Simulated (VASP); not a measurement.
A run of VASP 6.6.1:

Contents of INCAR:

```
SYSTEM = GdO
PREC = Accurate
ENCUT = 520
EDIFF = 1E-7
ISMEAR = -1
SIGMA = 0.1
LREAL = .False.
LASPH = .True.
NELM = 150
ALGO = Normal
ISIF = 2
LWAVE = .False.
LCHARG = .False.
ISPIN = 2
MAGMOM = 7 0
LORBIT = 11
LMAXMIX = 6
GGA = CA
NBANDS = 23
```

The input KPOINTS:

```
regular mesh
0
Gamma
  9 9 9
  0 0 0
```

File POSCAR:

```
GdO
1.0
    0.0000000000      2.5710193580      2.5710193580
    2.5710193580      0.0000000000      2.5710193580
    2.5710193580      2.5710193580      0.0000000000
Gd O
1 1
Direct
    0.0000000000      0.0000000000      0.0000000000
    0.2500000000      0.2500000000      0.2500000000
```

Potentials or basis: VASP PAW PBE potentials, release 64 (Gd, O).

Command:

```bash
$ cat potpaw_PBE.64/Gd/POTCAR potpaw_PBE.64/O/POTCAR > POTCAR
$ mpirun -np 1 vasp_std > vasp.out
```

Hardware: 1 thread of Intel(R) Xeon(R) Platinum 8559C (Emerald Rapids) (shared host).

Task: Estimate the wall time of this run.

Result: It took 53 s on 1 thread of Intel(R) Xeon(R) Platinum 8559C (Emerald Rapids), on a shared host, peak memory 0.19 GiB. Counts: scf iterations 19, k points 35.
